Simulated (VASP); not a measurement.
Set up this calculation in VASP 6.6.1, as the native input.

```
Task                   : relaxation of volume and atoms at fixed shape
Functional             : PBEsol
Potentials or basis    : VASP PAW PBE potentials, release 64 (Cl, Na_pv, Ag)
Cutoff                 : 500 eV
k mesh                 : 1 × 1 × 1, shifted
Occupations            : fermi-dirac, width 0.05 eV
Spin                   : no spin polarisation
Dipole correction      : no
Further INCAR settings : LREAL = Auto; ALGO = Normal; EDIFF = 1e-07; ISYM = -1; IBRION = 2; EDIFFG = -0.03; NSW = 100; ISIF = 8
```

The structure of Na5Ag3Cl8 lies in POSCAR:

```
Na5Ag3Cl8
1.0
   11.0842890000      0.0000000000      0.0000000000
    0.0000000000     11.0842890000      0.0000000000
    0.0000000000      0.0000000000     11.0842890000
Cl Na Ag
32 20 12
Direct
    0.2544740000      0.9983720000      0.0012020000
    0.2498570000      0.0005590000      0.4996870000
    0.2485330000      0.4986280000      0.0010890000
    0.2495380000      0.5024160000      0.4969170000
    0.7518380000      0.0015760000      0.0026730000
    0.7474390000      0.9996410000      0.5013650000
    0.7511400000      0.5000060000      0.9980650000
    0.7505690000      0.4985650000      0.4997630000
    0.9994400000      0.2490250000      0.9978220000
    0.9987880000      0.2465360000      0.5005460000
    0.0010080000      0.7472580000      0.0006180000
    0.0035590000      0.7524070000      0.5030450000
    0.4971400000      0.2508030000      0.0000490000
    0.4994600000      0.2512800000      0.5039980000
    0.5028350000      0.7546970000      0.9965610000
    0.4976250000      0.7497510000      0.5009470000
    0.0006560000      0.0019010000      0.2482400000
    0.0034820000      0.0009810000      0.7474120000
    0.9968470000      0.5003320000      0.2537400000
    0.9974150000      0.5011910000      0.7523540000
    0.4995740000      0.9997230000      0.2497430000
    0.4973450000      0.0007880000      0.7534580000
    0.5012110000      0.5013390000      0.2511640000
    0.4991440000      0.4981470000      0.7522980000
    0.2499110000      0.2533260000      0.2497800000
    0.2501870000      0.2495220000      0.7501280000
    0.2508390000      0.7527520000      0.2477610000
    0.2487060000      0.7538960000      0.7484720000
    0.7501020000      0.2538210000      0.2504530000
    0.7516480000      0.2517540000      0.7488890000
    0.7461450000      0.7496120000      0.2498170000
    0.7480840000      0.7499370000      0.7515220000
    0.0013300000      0.0000400000      0.0007230000
    0.0007020000      0.5008390000      0.4989460000
    0.4983810000      0.9992300000      0.9971980000
    0.5008740000      0.9966960000      0.5018820000
    0.4971460000      0.5015260000      0.9999250000
    0.4981200000      0.4983470000      0.4965400000
    0.2503480000      0.2508950000      0.9985200000
    0.2488110000      0.7473850000      0.9993270000
    0.2489370000      0.7507810000      0.5011930000
    0.7506150000      0.2514100000      0.0024870000
    0.7509740000      0.7473900000      0.9978590000
    0.7521720000      0.7496920000      0.5034600000
    0.2480060000      0.9994060000      0.7496050000
    0.2504630000      0.4980160000      0.2492700000
    0.2469800000      0.4957910000      0.7547790000
    0.7490730000      0.9988640000      0.7498570000
    0.7515170000      0.4996880000      0.7486870000
    0.0042720000      0.2523230000      0.7502090000
    0.5010150000      0.2470160000      0.2502600000
    0.4992040000      0.7533690000      0.7504020000
    0.0004350000      0.0005960000      0.5008830000
    0.9998230000      0.4980270000      0.0021530000
    0.2492250000      0.2485030000      0.5023840000
    0.7520710000      0.2505010000      0.5013930000
    0.2502520000      0.9973470000      0.2504760000
    0.7492360000      0.0002220000      0.2490000000
    0.7492300000      0.4976290000      0.2493000000
    0.0005080000      0.2510300000      0.2493010000
    0.9974770000      0.7517870000      0.2459770000
    0.0001610000      0.7497740000      0.7492410000
    0.4998920000      0.2484360000      0.7522480000
    0.5035570000      0.7494270000      0.2498300000
```

The input as run:

INCAR

```
PREC = Accurate
ENCUT = 500
EDIFF = 1E-7
ISMEAR = -1
SIGMA = 0.05
LREAL = Auto
LASPH = T
NELM = 120
ALGO = Normal
ISIF = 8
LWAVE = F
LCHARG = F
GGA = PS
IBRION = 2
NSW = 100
EDIFFG = -0.03
ISYM = -1
GGA_COMPAT = F
NELMIN = 4
KPAR = 1
```

KPOINTS

```
explicit points
1
Reciprocal
  0.25000000   0.25000000   0.25000000 1
```

Potentials or basis: VASP PAW PBE potentials, release 64 (Cl, Na_pv, Ag).

Run with:

```sh
$ cat potpaw_PBE.64/Cl/POTCAR potpaw_PBE.64/Na_pv/POTCAR potpaw_PBE.64/Ag/POTCAR > POTCAR
$ mpirun -np 4 vasp_std > vasp.out
```

Results of the run:

```
Relaxed volume                        : 21.19 Å³/atom
Relaxed cell                          : a = 11.069 Å, b = 11.069 Å, c = 11.069 Å, α = 90.00°, β = 90.00°, γ = 90.00°
Space group after relaxing (to 0.1 Å) : P1 (No. 1)
Energy gained by relaxing             : 3.8 meV/atom
Ionic steps                           : 13
Pressure after relaxing               : 0.0 GPa
Largest force after relaxing          : 0.021 eV/Å
Band gap on the k mesh                : 2.80 eV
```

Caveat: the PAW data sets were made with another functional, which shifts forces and pressure a little; a shifted mesh leaves out Γ, where band edges can lie.

Wall time 40 min on 4 MPI ranks on Intel(R) Xeon(R) Platinum 8259CL CPU @ 2.50GHz (Skylake/Cascade Lake) (shared host), peak memory 0.52 GiB a rank.
